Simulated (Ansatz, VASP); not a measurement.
**Ag in VASP and in Ansatz**

File POSCAR:

```
Ag
1.0
    2.9052090038      0.0000000000      0.0000000000
   -1.4526045019      2.5159848006      0.0000000000
    0.0000000000      0.0000000000      9.3249896815
Ag
4
Direct
    0.3333333333      0.6666666667      0.2500000000
    0.6666666667      0.3333333333      0.7500000000
    0.0000000000      0.0000000000      0.0000000000
    0.0000000000      0.0000000000      0.5000000000
```

File INCAR.step1:

```
PREC     = Accurate       # precision mode
ENCUT    = 520            # plane-wave cutoff, eV
ISMEAR   = 0              # smearing method
SIGMA    = 0.15           # smearing width, eV
LREAL    = False          # projectors in reciprocal space
LASPH    = True           # aspherical terms in the spheres
NELM     = 100            # most SCF steps
NBANDS   = 30             # bands
GGA      = PE             # functional
ALGO     = Normal         # electronic algorithm
EDIFF    = 1E-4           # SCF threshold, eV
LWAVE    = True           # write WAVECAR
LCHARG   = False          # write CHGCAR
```

Contents of INCAR.step2:

```
PREC     = Accurate       # precision mode
ENCUT    = 520            # plane-wave cutoff, eV
EDIFF    = 1E-6           # SCF threshold, eV
ISMEAR   = 0              # smearing method
SIGMA    = 0.15           # smearing width, eV
LREAL    = False          # projectors in reciprocal space
LASPH    = True           # aspherical terms in the spheres
NELM     = 100            # most SCF steps
ALGO     = Normal         # electronic algorithm
ISIF     = 2              # what is computed and relaxed
LWAVE    = False          # write WAVECAR
LCHARG   = False          # write CHGCAR
METAGGA  = R2SCAN         # meta-GGA
LMIXTAU  = True         
NBANDS   = 30             # bands
ISTART   = 1
```

KPOINTS

```
Automatic mesh
0
Gamma
  18 18 6
```

Input for Ansatz:

```yaml
crystal:
  lattice:
    - [2.9052090038, 0.0, 0.0]
    - [-1.4526045019, 2.5159848006, 0.0]
    - [0.0, 0.0, 9.3249896815]
  atoms:
    - { symbol: Ag, position: [0.3333333333, 0.6666666667, 0.25] }
    - { symbol: Ag, position: [0.6666666667, 0.3333333333, 0.75] }
    - { symbol: Ag, position: [0.0, 0.0, 0.0] }
    - { symbol: Ag, position: [0.0, 0.0, 0.5] }
basis:
  ecutwfc: 500
kpoints:
  mp_grid: { grid: [18, 18, 6] }
hamiltonian:
  xc: r2scan
scf:
  occupations: { method: gaussian, width: 0.15 }
output:
  forces: true
  stress: true
  eigenvalues: true
```

Change from the starting cell: strain +0.000 along x and y, -0.015 along z, atoms carried along.

Alike in both runs: task single point; functional r2SCAN; k mesh 18 × 18 × 6; occupations gaussian, width 0.15 eV; no spin polarisation.

|  | VASP | Ansatz |
| --- | --- | --- |
| version | VASP 6.6.1 | Ansatz 0.2.0 |
| potentials or method | VASP PAW PBE potentials, release 64 (Ag), cutoff 520 eV | scalar-relativistic, plane waves, PAW |
| valence electrons in the cell | 44 | 76 |

VASP gave:

```
gap on the k mesh at the Fermi level (eV)                     : none
pressure (GPa)                                                : 1.9
traceless stress, the component that is largest in VASP (GPa) : 1.18
```

Estimate Ansatz's values.

gap on the k mesh at the Fermi level (eV): none; pressure (GPa): 1.7; traceless stress, the component that is largest in VASP (GPa): 1.17.

VASP's potentials were made for PBE, not for r2SCAN. A gap of «none» marks a metal or a gap that the smearing closes. VASP's potentials hold 44 valence electrons a cell and Ansatz's 76, so a difference there can come from the potentials and not from the codes.
